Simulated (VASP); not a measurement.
NaCl, 2 atoms in the cell. Symmetry: I4/mmm, No. 139, tetragonal system. Conventional cell: a = 3.941 Å, b = 3.941 Å, c = 5.424 Å, α = 90.00°, β = 90.00°, γ = 90.00°. Na (site symmetry 4/mmm) has 6 Cl at 2.71 to 2.79 Å within 3.6 Å. Within 3.6 Å of Cl (site symmetry 4/mmm) lie 6 Na at 2.71 to 2.79 Å.  This cell differs from its parent crystal: film at in-plane strain +0.02.

- Program: VASP 6.6.1
- Task: single point
- Functional: LDA
- Potentials or basis: VASP PAW LDA potentials, release 64 (Na_pv, Cl)
- Cutoff: 520 eV
- k mesh: 8 × 8 × 8
- Occupations: gaussian, width 0.01 eV
- Spin: no spin polarisation
- Dipole correction: no
- Further INCAR settings: ALGO = Normal; EDIFF = 1e-06; NBANDS = 14

Potentials or basis: VASP PAW LDA potentials, release 64 (Na_pv, Cl).

The run is started by

```sh
$ cat potpaw_LDA.64/Na_pv/POTCAR potpaw_LDA.64/Cl/POTCAR > POTCAR
$ mpirun -np 1 vasp_std > vasp.out
```

Hardware: 1 thread of Intel Xeon 8259CL, with other jobs on the host.

**Question.** Estimate the wall time of this run.

**Answer.** Run time: 51 s on 1 thread of Intel Xeon 8259CL, on a shared host, peak memory 0.16 GiB. Counts: scf iterations 11, k points 59.
